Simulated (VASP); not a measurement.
A run of VASP 6.6.1 is set up as follows.

INCAR

```
PREC = Accurate
ENCUT = 520
EDIFF = 1E-6
ISMEAR = -1
SIGMA = 0.05
LREAL = False
LASPH = True
NELM = 100
ALGO = Normal
ISIF = 2
LWAVE = False
LCHARG = False
GGA = CA
NBANDS = 18
```

KPOINTS

```
Automatic mesh
0
Gamma
  11 11 11
```

POSCAR

```
ZrCu
1.0
    2.5816413261      0.0000000000      0.0000000000
    0.0000000000      2.5816413261      0.0000000000
    0.0000000000      0.0000000000      2.5816413261
Zr Cu
1 1
Direct
    0.5000000000      0.5000000000      0.5000000000
    0.0000000000      0.0000000000      0.0000000000
```

Potentials or basis: VASP PAW LDA potentials, release 64 (Zr_sv, Cu).

The run is started by

```console
$ cat potpaw_LDA.64/Zr_sv/POTCAR potpaw_LDA.64/Cu/POTCAR > POTCAR
$ mpirun -np 1 vasp_std > vasp.out
```

**Question.** Predict the band gap on the k mesh.

**Answer.** Zero (an odd number of electrons rules out a gap without spin polarisation).

**Question.** Predict the pressure.

**Answer.** 325.8 GPa.

Caveat: the cell stands under pressure.
